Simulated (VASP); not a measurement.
# Si10H5Cl in VASP: notebook, part 2 of 4

VASP 6.6.1.

## Step 3: Single point, PBEsol

INCAR reads:

```
PREC = Accurate
ENCUT = 520
EDIFF = 1E-6
ISMEAR = -1
SIGMA = 0.02
LREAL = Auto
LASPH = True
NELM = 60
ALGO = Normal
ISIF = 2
LWAVE = False
LCHARG = False
GGA = PS
NBANDS = 74
```

KPOINTS reads:

```
regular mesh
0
Gamma
  2 2 1
```

POSCAR reads:

```
Si10H5Cl
1.0
    7.6791800000      0.0000000000      0.0000000000
    0.0000000000      7.6791800000      0.0000000000
    0.0000000000      0.0000000000     20.2543620000
H Si Cl
10 20 2
Direct
    0.4093920000      0.0000000000      0.0493721000
    0.0906080000      0.0000000000      0.0493721000
    0.9093920000      0.0000000000      0.0493721000
    0.5906080000      0.0000000000      0.0493721000
    0.4093920000      0.5000000000      0.0493721000
    0.0906080000      0.5000000000      0.0493721000
    0.9093920000      0.5000000000      0.0493721000
    0.5906080000      0.5000000000      0.0493721000
    0.2498149608      0.4720523027      0.4223067417
    0.7498977280      0.4723765166      0.4222500862
    0.2500000000      0.0000000000      0.0921036000
    0.7500000000      0.0000000000      0.0921036000
    0.2500000000      0.5000000000      0.0921036000
    0.7500000000      0.5000000000      0.0921036000
    0.2497354638      0.2500485753      0.1555715649
    0.7496636615      0.2500830234      0.1555459239
    0.2500119993      0.7499685708      0.1610264851
    0.7500228526      0.7499216595      0.1610149764
   -0.0003139056      0.2518695716      0.2200122226
    0.4997857595      0.2518329607      0.2200757968
    0.0000243617      0.7497552245      0.2299504594
    0.5000780662      0.7497983669      0.2299678410
    0.0003434457      0.0119370932      0.2915361726
    0.5003126095      0.0118986421      0.2916405951
    0.0000842059      0.4890855746      0.2926419797
    0.5000556144      0.4891482463      0.2926771673
    0.2502939768      0.0953920347      0.3505349651
    0.7504661047      0.0953901417      0.3505657519
    0.2501031237      0.4090224457      0.3520542348
    0.7501113580      0.4090543709      0.3520362703
    0.7503668801     -0.0017978829      0.4463325152
    0.2498593661     -0.0012979475      0.4463809560
```

Potentials or basis: VASP PAW PBE potentials, release 64 (H, Si, Cl).

Started as:

```sh
$ cat potpaw_PBE.64/H/POTCAR potpaw_PBE.64/Si/POTCAR potpaw_PBE.64/Cl/POTCAR > POTCAR
$ mpirun -np 1 vasp_std > vasp.out
```

OUTCAR:

```text
PREC = Accurate
   ENCUT = 520
   EDIFF = 1E-6
   ISMEAR = -1
   LREAL = Auto
   LASPH = True
   NELM = 60
   ISIF = 2
   GGA = PS

 ion  position               nearest neighbor table
   1  0.409  0.000  0.049-  11 1.50
   2  0.091  0.000  0.049-  11 1.50
   3  0.909  0.000  0.049-  12 1.50
   4  0.591  0.000  0.049-  12 1.50
   5  0.409  0.500  0.049-  13 1.50
   6  0.091  0.500  0.049-  13 1.50
   7  0.909  0.500  0.049-  14 1.50
   8  0.591  0.500  0.049-  14 1.50
   9  0.250  0.472  0.422-  29 1.50
  10  0.750  0.472  0.422-  30 1.50
  11  0.250  0.000  0.092-   1 1.50   2 1.50  15 2.31  17 2.37
  12  0.750  0.000  0.092-   3 1.50   4 1.50  16 2.31  18 2.37
  13  0.250  0.500  0.092-   5 1.50   6 1.50  15 2.31  17 2.37
  14  0.750  0.500  0.092-   7 1.50   8 1.50  16 2.31  18 2.37
  15  0.250  0.250  0.156-  13 2.31  11 2.31  19 2.32  20 2.32
  16  0.750  0.250  0.156-  14 2.31  12 2.31  20 2.32  19 2.32
[... 12 lines left out ...]
  29  0.250  0.409  0.352-   9 1.50  26 2.35  25 2.35  27 2.41
  30  0.750  0.409  0.352-  10 1.50  25 2.35  26 2.35  28 2.41
  31  0.750  0.998  0.446-  28 2.08
  32  0.250  0.999  0.446-  27 2.08

  LATTYP: Found a simple tetragonal cell.
 ALAT       =     7.6791800000
 C/A-ratio  =     2.6375683341

  Lattice vectors:

 A1 = (   7.6791800000,   0.0000000000,   0.0000000000)
 A2 = (   0.0000000000,   7.6791800000,   0.0000000000)
 A3 = (   0.0000000000,   0.0000000000,  20.2543620000)

Analysis of symmetry for initial positions (statically):
=====================================================================
 Subroutine PRICEL returns:
 Original cell was already a primitive cell.

 Routine SETGRP: Setting up the symmetry group for a
 simple tetragonal supercell.

 Subroutine GETGRP returns: Found  1 space group operations
 (whereof  1 operations were pure point group operations)
 out of a pool of 16 trial point group operations.

[... 175 lines left out ...]
  Fermi-wavevector in a.u.,A,eV,Ry     =   0.725610  1.371204  7.163599  0.526510
  Thomas-Fermi vector in A             =   1.816375
   LORBIT       =      0    0 simple, 1 ext, 2 COOP (PROOUT), +10 PAW based schemes
   GGA     = PS    functional components
   LHFCALC =     F    Hartree Fock is set to
   AEXX    =    0.0000 exact exchange contribution
   IVDW    =     0    specifies the selected vdW correction
   LEPSILON=     F    determine dielectric tensor
   LRPA    =     F    only Hartree local field effects (RPA)
 non-spin polarized calculation
  energy-cutoff  :      520.00
  volume of cell :     1194.40
 maximum number of plane-waves:     32216
 NGX is ok and might be reduce to    60
   NGX = 29   NGY = 29   NGZ = 75

 number of electron     104.0000007 magnetization

 Free energy of the ion-electron system (eV)
  ---------------------------------------------------
  ext. energy  EPLUGINS =         0.00000000
  ---------------------------------------------------
  free energy    TOTEN  =      -150.86917750 eV

  energy without entropy =     -150.86917750  energy(sigma->0) =     -150.86917750

 E-fermi :  -0.8044     XC(G=0):  -4.4921

 val. band max:       -1.2752343026   @ k =   0.0000   0.5000   0.0000
 cond. band min:      -0.1211969529   @ k =   0.0000   0.0000   0.0000
 fundamental gap:      1.1540373497
 Fermi energy:        -0.8043763776

 k-point     1 :       0.0000    0.0000    0.0000
  band No.  band energies     occupation
      1     -16.7268      2.00000
      2     -16.6056      2.00000
      3     -12.4981      2.00000
      4     -11.3826      2.00000
      5     -10.6623      2.00000
      6     -10.5943      2.00000
[... 257 lines left out ...]
     63       2.5511      0.00000
     64       2.5521      0.00000
 [bands above 64 left out]

------------------------ aborting loop because EDIFF is reached ----------------------------------------

  FORCE on cell =-STRESS in cart. coord.  units (eV):
  Direction    XX          YY          ZZ          XY          YZ          ZX
  --------------------------------------------------------------------------------------
  -------------------------------------------------------------------------------------
  Total       14.3295103     -0.9228713      0.3639403      0.0081825     -0.0192349     -0.0367826
  in kB       19.2217829     -1.2379511      0.4881940      0.0109761     -0.0258019     -0.0493407
  external PRESSURE =       6.1573420 kB  Pullay stress =       0.0000000 kB

 VOLUME and BASIS-vectors are now :
 -----------------------------------------------------------------------------
  energy-cutoff  :      520.00
  volume of cell :     1194.40
      direct lattice vectors                 reciprocal lattice vectors
     7.679180000  0.000000000  0.000000000     0.130222237  0.000000000  0.000000000
     0.000000000  7.679180000  0.000000000     0.000000000  0.130222237  0.000000000
     0.000000000  0.000000000 20.254362000     0.000000000  0.000000000  0.049372081

 POSITION                                       TOTAL-FORCE (eV/Angst)
 -----------------------------------------------------------------------------------
      3.14379      0.00000      1.00000        -0.482681     -0.077786     -0.042138
      0.69580      0.00000      1.00000         0.483131     -0.079885     -0.043460
      6.98338      0.00000      1.00000        -0.482593     -0.077339     -0.041958
      4.53539      0.00000      1.00000         0.483106     -0.080287     -0.043633
      3.14379      3.83959      1.00000        -0.481305      0.081503     -0.046327
      0.69580      3.83959      1.00000         0.481458      0.083491     -0.047111
[... 24 lines left out ...]
      5.76220      7.66537      9.04018        -0.001247      0.009511     -0.015762
      1.91872      7.66921      9.04116         0.000688      0.006460     -0.018297
 -----------------------------------------------------------------------------------
    total drift:                                0.003539     -0.003373     -0.036541

  FREE ENERGIE OF THE ION-ELECTRON SYSTEM (eV)
  ---------------------------------------------------
  free  energy   TOTEN  =      -150.8691775015 eV

  energy  without entropy=     -150.8691775015  energy(sigma->0) =     -150.86917750
```

OSZICAR:

```text
N       E                     dE             d eps       ncg     rms          rms(c)
DAV:   1     0.528176132311E+03    0.52818E+03   -0.34792E+04   592   0.105E+03
DAV:   2    -0.805029402764E+02   -0.60868E+03   -0.58457E+03   814   0.193E+02
DAV:   3    -0.152953792770E+03   -0.72451E+02   -0.71194E+02   704   0.637E+01
[... 22 lines left out ...]
DAV:  26    -0.150869166226E+03   -0.12717E-04   -0.18494E-06   624   0.383E-03    0.194E-03
DAV:  27    -0.150869172432E+03   -0.62057E-05   -0.41402E-07   504   0.181E-03    0.212E-03
DAV:  28    -0.150869175734E+03   -0.33018E-05   -0.14645E-07   504   0.108E-03    0.178E-03
DAV:  29    -0.150869177102E+03   -0.13681E-05   -0.85942E-08   480   0.805E-04    0.170E-03
DAV:  30    -0.150869177501E+03   -0.39954E-06   -0.16295E-08   464   0.515E-04
   1 F= -.15086918E+03 E0= -.15086918E+03  d E =-.146363E-10
```

Run time: 20 min. Hardware: 1 thread of Intel Xeon Platinum 8259CL at 2.50GHz (Skylake/Cascade Lake), shared host; peak memory 1.1 GiB.

Results:

| Quantity | Value |
| --- | --- |
| Free energy | -150.8692 eV |
| Largest force | 0.492 eV/Å |
| Band gap on the k mesh | 1.15 eV |

Forces in eV/Å, atoms in the order of the input:
```
H   -0.483 -0.078 -0.042
H    0.483 -0.080 -0.043
H   -0.483 -0.077 -0.042
H    0.483 -0.080 -0.044
H   -0.481  0.082 -0.046
H    0.481  0.083 -0.047
H   -0.481  0.081 -0.046
H    0.481  0.084 -0.047
H    0.001  0.002  0.009
H    0.002  0.001  0.011
Si  -0.001 -0.259  0.084
Si  -0.002 -0.261  0.083
Si   0.000  0.250  0.068
Si  -0.002  0.252  0.063
Si   0.007  0.009 -0.004
Si   0.006  0.004 -0.001
Si   0.003 -0.001 -0.004
Si   0.000  0.004 -0.003
Si   0.005 -0.006 -0.002
Si  -0.005 -0.007 -0.002
Si   0.001  0.000  0.002
Si  -0.003  0.001  0.003
Si  -0.004  0.004  0.004
Si   0.006  0.006 -0.003
Si   0.000  0.013 -0.001
Si   0.002  0.011 -0.005
Si  -0.003 -0.024  0.050
Si  -0.008 -0.028  0.045
Si  -0.004 -0.001 -0.004
Si  -0.001  0.000  0.000
Cl  -0.001  0.010 -0.016
Cl   0.001  0.006 -0.018
```

Caveat: the PAW data sets were made with another functional, which shifts forces and pressure a little.

## Step 4: Single point, PBEsol

INCAR reads:

```
SYSTEM = Si10H5Cl
PREC = Accurate ; ENCUT = 520
EDIFF = 1E-7 ; ISMEAR = -1
SIGMA = 0.02 ; LREAL = Auto
LASPH = .True. ; NELM = 60
ALGO = Normal ; ISIF = 2
LWAVE = .False. ; LCHARG = .False.
GGA = PS ; NBANDS = 74
```

KPOINTS reads:

```
Automatic mesh
0
Gamma
  2 2 1
  0 0 0
```

POSCAR reads:

```
Si10H5Cl
1.0
    7.6791800000      0.0000000000      0.0000000000
    0.0000000000      7.6791800000      0.0000000000
    0.0000000000      0.0000000000     20.2543620000
H Si Cl
10 20 2
Direct
    0.4093920100      0.0000000000      0.0493720800
    0.0906079700      0.0000000000      0.0493720800
    0.9093919800      0.0000000000      0.0493720800
    0.5906079500      0.0000000000      0.0493720800
    0.4093920100      0.4999999800      0.0493720800
    0.0906079700      0.4999999800      0.0493720800
    0.9093919800      0.4999999800      0.0493720800
    0.5906079500      0.4999999800      0.0493720800
    0.2499786832      0.4720409732      0.4222043023
    0.7499794313      0.4719522180      0.4222190371
    0.2499999900      0.0000000000      0.0921036200
    0.7499999700      0.0000000000      0.0921036200
    0.2499999900      0.4999999800      0.0921036200
    0.7499999700      0.4999999800      0.0921036200
    0.2499917564      0.2500850987      0.1555604964
    0.7499582001      0.2500645868      0.1555529184
    0.2499976227      0.7499598688      0.1610401187
    0.7499882982      0.7499528438      0.1610376218
   -0.0000347764      0.2517038274      0.2200301443
    0.4999869795      0.2516674420      0.2200482479
   -0.0000104339      0.7497891952      0.2299842313
    0.4999986824      0.7497753148      0.2299924824
    0.0000166899      0.0119107358      0.2916503145
    0.5000060345      0.0118877306      0.2916655045
   -0.0000143753      0.4889971827      0.2926181984
    0.5000117386      0.4889744343      0.2926174947
    0.2500160862      0.0950529170      0.3507077333
    0.7500168934      0.0950238321      0.3507083005
    0.2499986252      0.4087647609      0.3519870548
    0.7499979091      0.4087220140      0.3519968281
    0.2499946296     -0.0019877356      0.4464846276
    0.7499593763     -0.0019652116      0.4464961007
```

Started as:

```sh
$ cat potpaw_PBE.64/H/POTCAR potpaw_PBE.64/Si/POTCAR potpaw_PBE.64/Cl/POTCAR > POTCAR
$ mpirun -np 1 vasp_std > vasp.out
```

Run time: 19 min. Hardware: 1 thread of Intel Xeon Platinum 8259CL at 2.50GHz (Skylake/Cascade Lake), shared host; peak memory 1.2 GiB.

Results (log left out):

```
Free energy            : -150.8694 eV
Largest force          : 0.491 eV/Å
Band gap on the k mesh : 1.15 eV
```

Forces on the atoms (eV/Å):
```
H   -0.483 -0.079 -0.043
H    0.483 -0.079 -0.043
H   -0.483 -0.079 -0.043
H    0.483 -0.079 -0.043
H   -0.481  0.082 -0.046
H    0.481  0.082 -0.046
H   -0.481  0.082 -0.046
H    0.481  0.082 -0.046
H    0.000  0.003  0.012
H    0.000  0.004  0.012
Si   0.000 -0.259  0.085
Si   0.000 -0.261  0.083
Si   0.000  0.255  0.068
Si  -0.001  0.254  0.068
Si   0.000 -0.002 -0.003
Si   0.001  0.001 -0.002
Si   0.000  0.000 -0.004
Si   0.000  0.001 -0.004
Si   0.000 -0.004  0.001
Si   0.000 -0.003 -0.001
Si   0.000 -0.001  0.003
Si   0.000 -0.001  0.002
Si   0.000 -0.003  0.001
Si   0.001 -0.004  0.000
Si   0.000  0.009  0.001
Si   0.000  0.010  0.002
Si  -0.001 -0.016  0.032
Si   0.000 -0.017  0.033
Si   0.000  0.001  0.004
Si   0.000  0.001  0.003
Cl   0.000  0.010 -0.019
Cl   0.000  0.010 -0.020
```

Levels at points of the mesh, in eV from the valence-band top:
```
           k point  band 48  band 49  band 50  band 51  band 52  band 53  band 54  band 55  band 56  band 57
(0.00, 0.00, 0.00)    -0.78    -0.66    -0.52    -0.39    -0.20     1.15     1.56     1.57     2.03     2.14
(0.50, 0.00, 0.00)    -1.18    -0.68    -0.68    -0.42    -0.42     2.04     2.04     2.42     2.42     2.49
(0.00, 0.50, 0.00)    -1.12    -1.04    -0.95    -0.30     0.00     1.39     1.77     2.19     2.24     2.34
(0.50, 0.50, 0.00)    -1.22    -1.11    -1.11    -0.77    -0.77     2.27     2.27     2.34     2.34     2.91
```

Caveat: the PAW data sets were made with another functional, which shifts forces and pressure a little.

(Part 2 of 4 ends here.)
